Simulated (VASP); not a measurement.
Crystal: SrCl2.

```
Sr Cl
1.0
     0.00000    3.52061    3.52061
     3.52061    0.00000    3.52061
     3.52061    3.52061    0.00000
Sr Cl
1 2
Direct
  0.00000 0.00000 0.00000
  0.25000 0.25000 0.25000
  0.75000 0.75000 0.75000
```

Program: VASP 6.6.1. Alike in all runs: task single point; no spin polarisation; cell as given; k mesh 8 × 8 × 8; cutoff (eV) 520; smearing gaussian 0.05 eV.

Task: Order these runs on this cell by their band gap on the k mesh, lowest first.
A. level r2SCAN; potentials or basis VASP PAW PBE potentials, release 64 (Sr_sv, Cl)
B. level LDA; potentials or basis VASP PAW LDA potentials, release 64 (Sr_sv, Cl)
C. level PBEsol; potentials or basis VASP PAW PBE potentials, release 64 (Sr_sv, Cl)
D. level PBE; potentials or basis VASP PAW PBE potentials, release 64 (Sr_sv, Cl)

Result: B (4.78 eV), C (5.03 eV), D (5.23 eV), A (5.86 eV).

A k mesh can miss the band edges.
